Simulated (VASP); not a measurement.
# Co (Im-3m) in VASP: relaxation of cell and atoms with PBE

Aim: the relaxation of cell and atoms of Co with PBE.

All numbers are computed with VASP 6.6.1; they aren't measurements. Logs are shortened: lines on timing, memory, paths and dates and some standing lists are left out, and cuts for length are marked.

### 1 The cell of the first run

The structure is cubic, space group Im-3m (No. 229). The conventional cell has a = 2.805 Å, b = 2.805 Å, c = 2.805 Å, α = 90.00°, β = 90.00°, γ = 90.00°. Co (site symmetry m-3m) has 14 Co at 2.43 to 2.80 Å within 3.2 Å.

This isn't the form of Co at room conditions, which is hcp.

### 2 Relaxation of cell and atoms, PBE, collinear spin, ferromagnetic start

INCAR

```
SYSTEM = Co
  PREC = Accurate
  ENCUT = 600
  EDIFF = 1E-7
  ISMEAR = 0
  SIGMA = 0.1
  LREAL = .False.
  LASPH = .True.
  NELM = 150
  ALGO = Normal
  ISIF = 3
  LWAVE = .False.
  LCHARG = .False.
  ISPIN = 2
  MAGMOM = 2.06
  LORBIT = 11
  LMAXMIX = 4
  GGA = PE
  IBRION = 2
  NSW = 100
  EDIFFG = -0.01
```

KPOINTS

```
Automatic mesh
0
Gamma
  28 28 28
  0 0 0
```

POSCAR

```
Co
1.0
   -1.4023200000      1.4023200000      1.4023200000
    1.4023200000     -1.4023200000      1.4023200000
    1.4023200000      1.4023200000     -1.4023200000
Co
1
Direct
    0.0000000000      0.0000000000      0.0000000000
```

Potentials or basis: VASP PAW PBE potentials, release 64 (Co).

Command:

```console
cat potpaw_PBE.64/Co/POTCAR > POTCAR
mpirun -np 1 vasp_std > vasp.out
```

OUTCAR:

```text
SYSTEM = Co
   PREC = Accurate
   ENCUT = 600
   EDIFF = 1E-7
   ISMEAR = 0
   LREAL = .False.
   LASPH = .True.
   NELM = 150
   ISIF = 3
   ISPIN = 2
   LORBIT = 11
   GGA = PE
   IBRION = 2
   NSW = 100
   EDIFFG = -0.01

 ion  position               nearest neighbor table
   1  0.000  0.000  0.000-

  LATTYP: Found a body centered cubic cell.
 ALAT       =     2.8046400000

  Lattice vectors:

 A1 = (  -1.4023200000,   1.4023200000,   1.4023200000)
 A2 = (   1.4023200000,  -1.4023200000,   1.4023200000)
 A3 = (   1.4023200000,   1.4023200000,  -1.4023200000)

Analysis of symmetry for initial positions (statically):
=====================================================================
 Subroutine PRICEL returns:
 Original cell was already a primitive cell.

 Routine SETGRP: Setting up the symmetry group for a
 body centered cubic supercell.

 Subroutine GETGRP returns: Found 48 space group operations
 (whereof 48 operations were pure point group operations)
 out of a pool of 48 trial point group operations.

The static configuration has the point symmetry O_h .

Analysis of symmetry for dynamics (positions and initial velocities):
=====================================================================
 Subroutine PRICEL returns:
 Original cell was already a primitive cell.

 Routine SETGRP: Setting up the symmetry group for a
 body centered cubic supercell.

 Subroutine GETGRP returns: Found 48 space group operations
 (whereof 48 operations were pure point group operations)
 out of a pool of 48 trial point group operations.

The dynamic configuration has the point symmetry O_h .

Analysis of structural, dynamic, and magnetic symmetry:
=====================================================================
 Subroutine PRICEL returns:
 Original cell was already a primitive cell.

 Routine SETGRP: Setting up the symmetry group for a
 body centered cubic supercell.

 Subroutine GETGRP returns: Found 48 space group operations
 (whereof 48 operations were pure point group operations)
 out of a pool of 48 trial point group operations.

The overall configuration has the point symmetry O_h .

 Subroutine INISYM returns: Found 48 space group operations
 (whereof 48 operations are pure point group operations),
 and found     1 'primitive' translations

----------------------------------------------------------------------------------------

                                     Primitive cell

  volume of cell :      11.0307

  direct lattice vectors                    reciprocal lattice vectors
    -1.402320000  1.402320000  1.402320000     0.000000000  0.356552000  0.356552000
     1.402320000 -1.402320000  1.402320000     0.356552000  0.000000000  0.356552000
     1.402320000  1.402320000 -1.402320000     0.356552000  0.356552000  0.000000000

  length of vectors
     2.428889488  2.428889488  2.428889488     0.504240673  0.504240673  0.504240673

  position of ions in fractional coordinates (direct lattice)
     0.000000000  0.000000000  0.000000000

  ion indices of the primitive-cell ions
   primitive index   ion index
                 1           1

----------------------------------------------------------------------------------------

 KPOINTS: Automatic mesh

Automatic generation of k-mesh.
 Grid dimensions read from file:
 generate k-points for:   28   28   28

 Generating k-lattice:

  Cartesian coordinates                     Fractional coordinates (reciprocal lattice)
     0.000000000  0.012734000  0.012734000     0.035714286  0.000000000  0.000000000
     0.012734000  0.000000000  0.012734000     0.000000000  0.035714286  0.000000000
     0.012734000  0.012734000  0.000000000     0.000000000  0.000000000  0.035714286

  Length of vectors
     0.018008595  0.018008595  0.018008595

  Shift w.r.t. Gamma in fractional coordinates (k-lattice)
     0.000000000  0.000000000  0.000000000

 Subroutine IBZKPT returns following result:
 ===========================================

 Found    624 irreducible k-points:

 Following reciprocal coordinates:
            Coordinates               Weight
  0.000000  0.000000  0.000000      1.000000
  0.035714  0.000000  0.000000     12.000000
  0.071429  0.000000  0.000000     12.000000
  0.107143  0.000000  0.000000     12.000000
  0.142857  0.000000  0.000000     12.000000
  0.178571  0.000000  0.000000     12.000000
[... 16 lines left out ...]
  0.285714  0.035714  0.000000     48.000000
  0.321429  0.035714 -0.000000     48.000000
 [... further k-points ...]
   k-points           NKPTS =    624   k-points in BZ     NKDIM =    624   number of bands    NBANDS=      9
   number of dos      NEDOS =    301   number of ions     NIONS =      1
   total plane-waves  NPLWV =   8000
   dimension x,y,z NGX =    20 NGY =   20 NGZ =   20
   dimension x,y,z NGXF=    40 NGYF=   40 NGZF=   40
   ions per type =               1
   NGX,Y,Z   is equivalent  to a cutoff of  13.69, 13.69, 13.69 a.u.
   NGXF,Y,Z  is equivalent  to a cutoff of  27.38, 27.38, 27.38 a.u.
 SYSTEM =  Co
   PREC   = accura    normal or accurate (medium, high low for compatibility)
   ISTART =      0    job   : 0-new  1-cont  2-samecut
   ICHARG =      2    charge: 1-file 2-atom 10-const
   ISPIN  =      2    spin polarized calculation?
   LNONCOLLINEAR =      F non collinear calculations
   LSORBIT =      F    spin-orbit coupling
   LASPH  =      T    aspherical Exc in radial PAW
   ENCUT  =  600.0 eV  44.10 Ry    6.64 a.u.   4.85  4.85  4.85*2*pi/ulx,y,z
   NELM   =    150;   NELMIN=  2; NELMDL= -5     # of ELM steps
   EDIFF  = 0.1E-06   stopping-criterion for ELM
   LREAL  =      F    real-space projection
   EDIFFG = -.1E-01   stopping-criterion for IOM
   NSW    =    100    number of steps for IOM
   IBRION =      2    ionic relax: 0-MD 1-quasi-New 2-CG
   NFREE  =      1    steps in history (QN), initial steepest desc. (CG)
   ISIF   =      3    stress and relaxation
   ISYM   =      2    0-nonsym 1-usesym 2-fastsym
   POTIM  = 0.5000    time-step for ionic-motion
   TEBEG  =    0.0;   TEEND  =   0.0 temperature during run
   PSTRESS=    0.0 pullay stress
   NELECT =       9.0000    total number of electrons
   NUPDOWN=      -1.0000    fix difference up-down
   EMIN   =  10.00;   EMAX   =-10.00  energy-range for DOS
   EFERMI =   0.00;   METHOD = LEGACY
   ISMEAR =     0;   SIGMA  =   0.10  broadening in eV -4-tet -1-fermi 0-gaus
   EFERMI_NEDOS =   21; number of points for ismear=-14 and -15
   IALGO  =     38    algorithm
   IMIX   =      4    mixing-type and parameters
     AMIX     =   0.40;   BMIX     =  1.00
     AMIX_MAG =   1.60;   BMIX_MAG =  1.00
  volume/ion in A,a.u.               =      11.03        74.44
  Fermi-wavevector in a.u.,A,eV,Ry     =   1.529755  2.890818 31.839678  2.340150
  Thomas-Fermi vector in A             =   2.637332
   LORBIT       =     11    0 simple, 1 ext, 2 COOP (PROOUT), +10 PAW based schemes
   GGA     = PE    functional components
   LHFCALC =     F    Hartree Fock is set to
   AEXX    =    0.0000 exact exchange contribution
   IVDW    =     0    specifies the selected vdW correction
   LEPSILON=     F    determine dielectric tensor
   LRPA    =     F    only Hartree local field effects (RPA)
 conjugate gradient relaxation of ions
 spin polarized calculation
 Gauss-broadening in eV      SIGMA  =   0.10
  energy-cutoff  :      600.00
  volume of cell :       11.03
 maximum number of plane-waves:       382
   NGX =  9   NGY =  9   NGZ =  9

--------------------------------------- Ionic step        1  -------------------------------------------

 number of electron       9.0000003 magnetization       1.7478434

 Free energy of the ion-electron system (eV)
  ---------------------------------------------------
  ext. energy  EPLUGINS =         0.00000000
  ---------------------------------------------------
  free energy    TOTEN  =        -6.95099375 eV

  energy without entropy =       -6.94348152  energy(sigma->0) =       -6.94723763

------------------------ aborting loop because EDIFF is reached ----------------------------------------

  FORCE on cell =-STRESS in cart. coord.  units (eV):
  Direction    XX          YY          ZZ          XY          YZ          ZX
  --------------------------------------------------------------------------------------
  -------------------------------------------------------------------------------------
  Total        0.0344888      0.0344888      0.0344888      0.0000000      0.0000000      0.0000000
  in kB        5.0094204      5.0094204      5.0094204      0.0000000      0.0000000      0.0000000
  external PRESSURE =       5.0094204 kB  Pullay stress =       0.0000000 kB

 VOLUME and BASIS-vectors are now :
 -----------------------------------------------------------------------------
  energy-cutoff  :      600.00
  volume of cell :       11.03
      direct lattice vectors                 reciprocal lattice vectors
    -1.402320000  1.402320000  1.402320000     0.000000000  0.356552000  0.356552000
     1.402320000 -1.402320000  1.402320000     0.356552000  0.000000000  0.356552000
     1.402320000  1.402320000 -1.402320000     0.356552000  0.356552000  0.000000000
[... 36 lines left out ...]
 POSITION                                       TOTAL-FORCE (eV/Angst)
 -----------------------------------------------------------------------------------
      0.00000      0.00000     -0.00000        -0.000000      0.000000     -0.000000
 -----------------------------------------------------------------------------------
    total drift:                                0.000000     -0.000000      0.000000

  FREE ENERGIE OF THE ION-ELECTRON SYSTEM (eV)
  ---------------------------------------------------
  free  energy   TOTEN  =        -6.9509820328 eV

  energy  without entropy=       -6.9434518254  energy(sigma->0) =       -6.94721693

--------------------------------------- Ionic step        3  -------------------------------------------

 number of electron       9.0000002 magnetization       1.7487436

 Free energy of the ion-electron system (eV)
  ---------------------------------------------------
  ext. energy  EPLUGINS =         0.00000000
  ---------------------------------------------------
  free energy    TOTEN  =        -6.95103224 eV

  energy without entropy =       -6.94351217  energy(sigma->0) =       -6.94727220

 E-fermi :  10.3491     XC(G=0): -13.2975

 val. band max:       10.3484383453   @ k =  -0.1786   0.1786   0.0357
 cond. band min:      10.3500540406   @ k =  -0.4286  -0.4286   0.1786
 fundamental gap:      0.0016156953
 Fermi energy:        10.3491342920

 spin component 1

 k-point     1 :       0.0000    0.0000    0.0000
  band No.  band energies     occupation
      1       1.1740      1.00000
      2       7.3041      1.00000
      3       7.3041      1.00000
      4       7.3041      1.00000
      5       8.3710      1.00000
      6       8.3710      1.00000
      7      35.5382      0.00000
      8      35.5382      0.00000
      9      35.5382      0.00000

 k-point     2 :       0.0357    0.0000    0.0000
  band No.  band energies     occupation
      1       1.2271      1.00000
      2       7.2911      1.00000
      3       7.3036      1.00000
      4       7.3299      1.00000
      5       8.3578      1.00000
      6       8.3719      1.00000
      7      35.1280      0.00000
      8      35.4581      0.00000
      9      35.4855      0.00000
[... 253 lines left out ...]
 k-point    24 :       0.3214    0.0357   -0.0000
  band No.  band energies     occupation
      1       4.5882      1.00000
      2       6.5516      1.00000
      3       7.6429      1.00000
      4       8.3744      1.00000
      5       8.5112      1.00000
      6       9.1471      1.00000
      7      21.3753      0.00000
      8      29.5283      0.00000
      9      31.3780      0.00000

 [... further k-points ...]

 spin component 2

 k-point     1 :       0.0000    0.0000    0.0000
  band No.  band energies     occupation
      1       1.2182      1.00000
      2       8.8565      1.00000
      3       8.8565      1.00000
      4       8.8565      1.00000
      5      10.6831      0.00000
      6      10.6831      0.00000
      7      35.2956      0.00000
      8      35.2956      0.00000
      9      35.2956      0.00000

 k-point     2 :       0.0357    0.0000    0.0000
  band No.  band energies     occupation
      1       1.2715      1.00000
      2       8.8413      1.00000
      3       8.8546      1.00000
      4       8.8845      1.00000
      5      10.6664      0.00000
      6      10.6842      0.00000
      7      34.9335      0.00000
      8      35.2279      0.00000
      9      35.2590      0.00000
[... 286 lines left out ...]
 POSITION                                       TOTAL-FORCE (eV/Angst)
 -----------------------------------------------------------------------------------
      0.00000      0.00000     -0.00000        -0.000000      0.000000     -0.000000
 -----------------------------------------------------------------------------------
    total drift:                                0.000000     -0.000000      0.000000

  FREE ENERGIE OF THE ION-ELECTRON SYSTEM (eV)
  ---------------------------------------------------
  free  energy   TOTEN  =        -6.9510322430 eV

  energy  without entropy=       -6.9435121660  energy(sigma->0) =       -6.94727220

 reached required accuracy - stopping structural energy minimisation

 total charge

# of ion       s       p       d       tot
------------------------------------------
    1        0.482   0.517   7.232   8.230

 magnetization (x)

# of ion       s       p       d       tot
------------------------------------------
    1       -0.004  -0.046   1.819   1.769
```

It took 3.9 min on 1 thread of Intel Xeon Platinum 8259CL at 2.50GHz (Skylake/Cascade Lake), shared host; peak memory 0.25 GiB.

Results:

| Item | Value |
| --- | --- |
| Free energy | -6.9510 eV |
| Relaxed volume | 11.06 Å³/atom |
| Relaxed cell | a = 2.431 Å, b = 2.431 Å, c = 2.431 Å, α = 109.47°, β = 109.47°, γ = 109.47° |
| Space group after relaxing (to 0.1 Å) | Im-3m (No. 229) |
| Energy gained by relaxing | 0.0 meV/atom |
| Ionic steps | 3 |
| Pressure after relaxing | 0.1 GPa |
| Net moment | 1.75 μB per cell |
| Site moments | Co +1.77 μB |
| Valence electrons inside the program's atomic spheres | Co 8.23 |

Final structure:
```
Co
1.0
    -1.40339    1.40339    1.40339
     1.40339   -1.40339    1.40339
     1.40339    1.40339   -1.40339
Co
1
Cartesian
  0.0000 0.0000 0.0000
```

Levels at points of the mesh, in eV from the Fermi level:
Spin up:
| k point | band 2 | band 3 | band 4 | band 5 | band 6 | band 7 | band 8 | band 9 |
| --- | --- | --- | --- | --- | --- | --- | --- | --- |
| (0.00, 0.00, 0.00) | -3.05 | -3.05 | -3.05 | -1.98 | -1.98 | 25.19 | 25.19 | 25.19 |
| (0.50, 0.00, 0.00) | -4.02 | -1.91 | -1.82 | -0.63 | -0.09 | 6.29 | 18.23 | 19.64 |
| (0.50, 0.50, 0.50) | -5.36 | -0.87 | -0.87 | -0.87 | 9.39 | 9.39 | 9.39 | 15.05 |
Spin down:
```
           k point  band 1  band 2  band 3  band 4  band 5  band 6  band 7  band 8  band 9
(0.00, 0.00, 0.00)   -9.13   -1.49   -1.49   -1.49    0.33    0.33   24.95   24.95   24.95
(0.50, 0.00, 0.00)   -4.41   -2.62   -0.10    0.20    0.54    1.17    7.32   18.23   20.00
(0.50, 0.50, 0.50)   -3.79   -3.79    0.91    0.91    0.91    9.50    9.50    9.50   15.81
```
